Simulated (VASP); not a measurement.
NaLa: single point with PBE

The system is NaLa.

```
Na La
1.0
     3.60625    0.00000    0.00000
    -1.80313    3.12310    0.00000
     0.00000    0.00000    6.48378
Na La
1 1
Cartesian
  0.0000 0.0000 0.0000
  0.0000 2.0821 3.2419
```

* Program: VASP 6.6.1
* Task: single point
* Functional: PBE
* Potentials or basis: VASP PAW PBE potentials, release 64 (Na_pv, La)
* Cutoff: 520 eV
* k mesh: 9 × 9 × 5
* Occupations: methfessel-paxton, width 0.1 eV
* Spin: no spin polarisation
* Dipole correction: no
* Further INCAR settings: ALGO = Normal; EDIFF = 1e-07; NBANDS = 16

```
Pressure               : -0.1 GPa
Band gap on the k mesh : zero (band 9 reaches 4.41 eV, above the bottom of band 10 at 3.86 eV)
```

Stress tensor (GPa, compression positive):
```
-0.11  0.00  0.00
 0.00 -0.11  0.00
 0.00  0.00  0.00
```

Levels at points of the mesh, in eV from the Fermi level:
```csv
k point,band 7,band 8,band 9,band 10,band 11,band 12
"(0.00, 0.00, 0.00)",-16.03,-3.26,-1.20,0.77,1.13,1.66
```

Run time: 110 s on 1 thread of AMD EPYC 7R13 (shared host), peak memory 0.22 GiB.

Caveat: spin-orbit coupling is left out, which moves the levels of the heavy elements.
